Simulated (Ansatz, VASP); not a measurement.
# Mo2Ru3 in VASP and in Ansatz

```
Mo Ru
1.0
     2.76459    0.00000    0.00000
    -1.38230    2.39421    0.00000
     0.00000    0.00000   22.01355
Mo Ru
4 6
Cartesian
  0.0000 1.5961 14.2805
  0.0000 1.5961 18.7398
  1.3823 0.7981 3.2738
  1.3823 0.7981 7.7330
  0.0000 1.5961 1.0918
  0.0000 1.5961 5.5034
  0.0000 1.5961 9.9150
  1.3823 0.7981 16.5102
  1.3823 0.7981 20.9217
  1.3823 0.7981 12.0986
```

Alike in both runs: functional PBE; k mesh 18 × 18 × 2; occupations gaussian, width 0.1 eV; no spin polarisation.

Ansatz relaxed the structure, and its values are those at the end. VASP's run is a single point on that final structure, the one shown.

|  | VASP | Ansatz |
| --- | --- | --- |
| version | VASP 6.6.1 | Ansatz 0.2.0 |
| potentials or method | VASP PAW PBE potentials, release 64 (Mo_sv, Ru_pv), cutoff 520 eV | scalar-relativistic, plane waves, PAW |
| valence electrons in the cell | 140 | 152 |

```tsv
	VASP	Ansatz	Ansatz less VASP
gap on the k mesh at the Fermi level (eV)	none	none	-
pressure (GPa)	0.2	0.0	-0.21
rms of the force components (eV/Å)	0.006	0.001	-0.0047
```

A gap of «none» marks a metal or a gap that the smearing closes. VASP's potentials hold 140 valence electrons a cell and Ansatz's 152, so a difference there can come from the potentials and not from the codes.
